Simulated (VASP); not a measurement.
# Zn4SeS3 (P3m1) in VASP: single point with PBE

Aim: the single point of Zn4SeS3 with PBE.

Everything below comes from runs of VASP 6.6.1. Logs are shortened: lines on timing, memory, paths and dates and some standing lists are left out, and cuts for length are marked.

## (1) The cell of the first run

The structure is trigonal, space group P3m1 (No. 156). Conventional cell: a = 3.895 Å, b = 3.895 Å, c = 12.787 Å, α = 90.00°, β = 90.00°, γ = 120.00°. Within 3.1 Å of Zn (site symmetry 3m) lie 4 S at 2.37 to 2.38 Å. Within 3.1 Å of Zn (site symmetry 3m) lie 1 S at 2.35 Å and 3 Se at 2.43 Å. Zn (site symmetry 3m) has 3 S at 2.37 Å and 1 Se at 2.48 Å within 3.1 Å. Zn (site symmetry 3m) has 4 S at 2.36 to 2.38 Å within 3.1 Å. Within 3.2 Å of Se (site symmetry 3m) lie 4 Zn at 2.43 to 2.48 Å. Within 3.1 Å of S (site symmetry 3m) lie 4 Zn at 2.37 Å. S (site symmetry 3m) has 4 Zn at 2.35 to 2.38 Å within 3.1 Å. Within 3.1 Å of S (site symmetry 3m) lie 4 Zn at 2.36 to 2.38 Å.

## (2) Single point, PBE

INCAR reads:

```
PREC     = Accurate       # precision mode
ENCUT    = 520            # plane-wave cutoff, eV
EDIFF    = 1E-7           # SCF threshold, eV
ISMEAR   = 0              # smearing method
SIGMA    = 0.1            # smearing width, eV
LREAL    = False          # projectors in reciprocal space
LASPH    = True           # aspherical terms in the spheres
NELM     = 60             # most SCF steps
ALGO     = Normal         # electronic algorithm
ISIF     = 2              # what is computed and relaxed
LWAVE    = False          # write WAVECAR
LCHARG   = False          # write CHGCAR
GGA      = PE             # functional
NBANDS   = 46             # bands
```

KPOINTS reads:

```
Automatic mesh
0
Gamma
  6 6 2
```

POSCAR reads:

```
Zn4SeS3
1.0
    3.8952319000      0.0000000000      0.0000000000
   -1.9476159000      3.3733698000      0.0000000000
    0.0000000000      0.0000000000     12.7871985000
Zn Se S
4 1 3
Direct
    0.6666667000      0.3333333000      0.0000430000
    0.6666667000      0.3333333000      0.5113190000
    0.0000000000      0.0000000000      0.2443610000
    0.0000000000      0.0000000000      0.7552170000
    0.0000000000      0.0000000000      0.4385320000
    0.6666667000      0.3333333000      0.1849940000
    0.6666667000      0.3333333000      0.6953930000
    0.0000000000      0.0000000000      0.9401410000
```

Potentials or basis: VASP PAW PBE potentials, release 64 (Zn, Se, S).

On the command line:

```bash
cat potpaw_PBE.64/Zn/POTCAR potpaw_PBE.64/Se/POTCAR potpaw_PBE.64/S/POTCAR > POTCAR
mpirun -np 1 vasp_std > vasp.out
```

OUTCAR:

```text
PREC = Accurate
   ENCUT = 520
   EDIFF = 1E-7
   ISMEAR = 0
   LREAL = False
   LASPH = True
   NELM = 60
   ISIF = 2
   GGA = PE

 ion  position               nearest neighbor table
   1  0.667  0.333  0.000-   6 2.37   8 2.38   8 2.38   8 2.38
   2  0.667  0.333  0.511-   7 2.35   5 2.43   5 2.43   5 2.43
   3  0.000  0.000  0.244-   6 2.37   6 2.37   6 2.37   5 2.48
   4  0.000  0.000  0.755-   8 2.36   7 2.38   7 2.38   7 2.38
   5  0.000  0.000  0.439-   2 2.43   2 2.43   2 2.43   3 2.48
   6  0.667  0.333  0.185-   1 2.37   3 2.37   3 2.37   3 2.37
   7  0.667  0.333  0.695-   2 2.35   4 2.38   4 2.38   4 2.38
   8  0.000  0.000  0.940-   4 2.36   1 2.38   1 2.38   1 2.38

  LATTYP: Found a hexagonal cell.
 ALAT       =     3.8952319000
 C/A-ratio  =     3.2827823422

  Lattice vectors:

 A1 = (   3.8952319000,   0.0000000000,   0.0000000000)
 A2 = (  -1.9476159000,   3.3733698000,   0.0000000000)
 A3 = (   0.0000000000,   0.0000000000,  12.7871985000)

Analysis of symmetry for initial positions (statically):
=====================================================================
 Subroutine PRICEL returns:
 Original cell was already a primitive cell.

 Routine SETGRP: Setting up the symmetry group for a
 hexagonal supercell.

 Subroutine GETGRP returns: Found  6 space group operations
 (whereof  6 operations were pure point group operations)
 out of a pool of 24 trial point group operations.

The static configuration has the point symmetry C_3v.

Analysis of symmetry for dynamics (positions and initial velocities):
=====================================================================
 Subroutine PRICEL returns:
 Original cell was already a primitive cell.

 Routine SETGRP: Setting up the symmetry group for a
 hexagonal supercell.

 Subroutine GETGRP returns: Found  6 space group operations
 (whereof  6 operations were pure point group operations)
 out of a pool of 24 trial point group operations.

The dynamic configuration has the point symmetry C_3v.

 Subroutine INISYM returns: Found  6 space group operations
 (whereof  6 operations are pure point group operations),
 and found     1 'primitive' translations

----------------------------------------------------------------------------------------

                                     Primitive cell
[... 95 lines left out ...]
   NSW    =      0    number of steps for IOM
   IBRION =     -1    ionic relax: 0-MD 1-quasi-New 2-CG
   NFREE  =      0    steps in history (QN), initial steepest desc. (CG)
   ISIF   =      2    stress and relaxation
   ISYM   =      2    0-nonsym 1-usesym 2-fastsym
   POTIM  = 0.5000    time-step for ionic-motion
   TEBEG  =    0.0;   TEEND  =   0.0 temperature during run
   PSTRESS=    0.0 pullay stress
   NELECT =      72.0000    total number of electrons
   NUPDOWN=      -1.0000    fix difference up-down
   EMIN   =  10.00;   EMAX   =-10.00  energy-range for DOS
   EFERMI =   0.00;   METHOD = LEGACY
   ISMEAR =     0;   SIGMA  =   0.10  broadening in eV -4-tet -1-fermi 0-gaus
   EFERMI_NEDOS =   21; number of points for ismear=-14 and -15
   IALGO  =     38    algorithm
   IMIX   =      4    mixing-type and parameters
     AMIX     =   0.40;   BMIX     =  1.00
     AMIX_MAG =   1.60;   BMIX_MAG =  1.00
  volume/ion in A,a.u.               =      21.00       141.74
  Fermi-wavevector in a.u.,A,eV,Ry     =   1.234226  2.332349 20.725950  1.523314
  Thomas-Fermi vector in A             =   2.368925
   LORBIT       =      0    0 simple, 1 ext, 2 COOP (PROOUT), +10 PAW based schemes
   GGA     = PE    functional components
   LHFCALC =     F    Hartree Fock is set to
   AEXX    =    0.0000 exact exchange contribution
   IVDW    =     0    specifies the selected vdW correction
   LEPSILON=     F    determine dielectric tensor
   LRPA    =     F    only Hartree local field effects (RPA)
 non-spin polarized calculation
 Gauss-broadening in eV      SIGMA  =   0.10
  energy-cutoff  :      520.00
  volume of cell :      168.02
 maximum number of plane-waves:      4548
 NGX is ok and might be reduce to    30
   NGX = 15   NGY = 15   NGZ = 47

 number of electron      72.0000025 magnetization

 Free energy of the ion-electron system (eV)
  ---------------------------------------------------
  ext. energy  EPLUGINS =         0.00000000
  ---------------------------------------------------
  free energy    TOTEN  =       -26.48168615 eV

  energy without entropy =      -26.48168615  energy(sigma->0) =      -26.48168615

 E-fermi :   2.5072     XC(G=0):  -9.4238

 val. band max:        2.0656315731   @ k =   0.0000   0.0000   0.0000
 cond. band min:       3.5747641129   @ k =   0.0000   0.0000   0.0000
 fundamental gap:      1.5091325398
 Fermi energy:         2.5072092816

 k-point     1 :       0.0000    0.0000    0.0000
  band No.  band energies     occupation
      1     -11.2623      2.00000
      2     -10.8867      2.00000
      3     -10.8475      2.00000
      4     -10.4095      2.00000
      5      -4.5783      2.00000
      6      -4.5769      2.00000
[... 675 lines left out ...]
     45       8.8713      0.00000
     46       9.0852      0.00000

------------------------ aborting loop because EDIFF is reached ----------------------------------------

  FORCE on cell =-STRESS in cart. coord.  units (eV):
  Direction    XX          YY          ZZ          XY          YZ          ZX
  --------------------------------------------------------------------------------------
  -------------------------------------------------------------------------------------
  Total        0.1941959      0.1941959      0.1679941      0.0000000      0.0000000     -0.0000000
  in kB        1.8517313      1.8517314      1.6018876      0.0000000      0.0000000     -0.0000000
  external PRESSURE =       1.7684501 kB  Pullay stress =       0.0000000 kB

 VOLUME and BASIS-vectors are now :
 -----------------------------------------------------------------------------
  energy-cutoff  :      520.00
  volume of cell :      168.02
      direct lattice vectors                 reciprocal lattice vectors
     3.895231900  0.000000000  0.000000000     0.256724125  0.148219738  0.000000000
    -1.947615900  3.373369800  0.000000000     0.000000000  0.296439483  0.000000000
     0.000000000  0.000000000 12.787198500     0.000000000  0.000000000  0.078203212

 POSITION                                       TOTAL-FORCE (eV/Angst)
 -----------------------------------------------------------------------------------
      1.94762      1.12446      0.00055         0.000000     -0.000000      0.000016
      1.94762      1.12446      6.53834         0.000000     -0.000000      0.001663
      0.00000      0.00000      3.12469         0.000000      0.000000     -0.001246
      0.00000      0.00000      9.65711         0.000000      0.000000      0.000051
      0.00000      0.00000      5.60760         0.000000      0.000000     -0.004628
      1.94762      1.12446      2.36555        -0.000000      0.000000     -0.000290
      1.94762      1.12446      8.89213        -0.000000      0.000000      0.003912
      0.00000      0.00000     12.02177         0.000000      0.000000      0.000522
 -----------------------------------------------------------------------------------
    total drift:                               -0.000266      0.000153     -0.001158

  FREE ENERGIE OF THE ION-ELECTRON SYSTEM (eV)
  ---------------------------------------------------
  free  energy   TOTEN  =       -26.4816861540 eV

  energy  without entropy=      -26.4816861540  energy(sigma->0) =      -26.48168615
```

OSZICAR:

```text
N       E                     dE             d eps       ncg     rms          rms(c)
DAV:   1     0.575679204415E+03    0.57568E+03   -0.32846E+04  1288   0.185E+03
DAV:   2     0.496162184007E+02   -0.52606E+03   -0.50533E+03  1296   0.430E+02
DAV:   3    -0.244065954954E+02   -0.74023E+02   -0.73031E+02  1394   0.149E+02
DAV:   4    -0.280158892273E+02   -0.36093E+01   -0.35911E+01  1594   0.325E+01
DAV:   5    -0.280660635293E+02   -0.50174E-01   -0.50146E-01  1478   0.389E+00    0.122E+01
DAV:   6    -0.264588976839E+02    0.16072E+01   -0.33556E+00  1970   0.391E+01    0.938E+00
DAV:   7    -0.265286105924E+02   -0.69713E-01   -0.37347E+00  1416   0.768E+00    0.369E+00
DAV:   8    -0.264803449246E+02    0.48266E-01   -0.21847E-01  1650   0.486E+00    0.117E+00
DAV:   9    -0.264809644487E+02   -0.61952E-03   -0.59306E-02  1648   0.257E+00    0.429E-01
DAV:  10    -0.264811589881E+02   -0.19454E-03   -0.39444E-03  1518   0.102E+00    0.252E-01
DAV:  11    -0.264813392387E+02   -0.18025E-03   -0.66816E-04  1566   0.242E-01    0.167E-01
DAV:  12    -0.264816725666E+02   -0.33333E-03   -0.48133E-04  1414   0.190E-01    0.517E-02
DAV:  13    -0.264816777337E+02   -0.51672E-05   -0.37977E-05  1554   0.104E-01    0.249E-02
DAV:  14    -0.264816833603E+02   -0.56265E-05   -0.18058E-05  1472   0.339E-02    0.116E-02
DAV:  15    -0.264816856205E+02   -0.22602E-05   -0.73031E-06  1606   0.317E-02    0.416E-03
DAV:  16    -0.264816857031E+02   -0.82617E-07   -0.11901E-06  1468   0.130E-02    0.274E-03
DAV:  17    -0.264816861275E+02   -0.42438E-06   -0.58624E-07  1242   0.105E-02    0.112E-03
DAV:  18    -0.264816861540E+02   -0.26555E-07   -0.19612E-07  1166   0.491E-03
   1 F= -.26481686E+02 E0= -.26481686E+02  d E =-.688582E-11
```

Wall time 3.7 min (1 thread of Intel Xeon Platinum 8488C (Sapphire Rapids), shared host); peak memory 0.32 GiB.

What came out:

* Free energy: -26.4817 eV
* Pressure: 0.2 GPa
* Largest force: 0.005 eV/Å
* Band gap on the k mesh: 1.51 eV, direct

Forces on the atoms (eV/Å):
```
Zn   0.000  0.000  0.000
Zn   0.000  0.000  0.002
Zn   0.000  0.000 -0.001
Zn   0.000  0.000  0.000
Se   0.000  0.000 -0.005
S    0.000  0.000  0.000
S    0.000  0.000  0.004
S    0.000  0.000  0.001
```

Levels at points of the mesh, in eV from the valence-band top:
```csv
k point,band 32,band 33,band 34,band 35,band 36,band 37,band 38,band 39,band 40,band 41
"(0.00, 0.00, 0.00)",-0.70,-0.70,-0.41,0.00,0.00,1.51,2.49,2.83,3.22,5.83
"(0.50, 0.00, 0.00)",-1.98,-1.96,-1.73,-1.72,-1.00,3.03,3.06,3.24,3.67,4.66
"(0.00, 0.00, 0.50)",-1.04,-0.64,-0.64,-0.01,-0.01,2.38,2.43,2.54,3.00,5.68
"(0.50, 0.00, 0.50)",-2.20,-1.75,-1.56,-1.53,-1.07,2.96,2.97,3.25,3.45,5.17
```
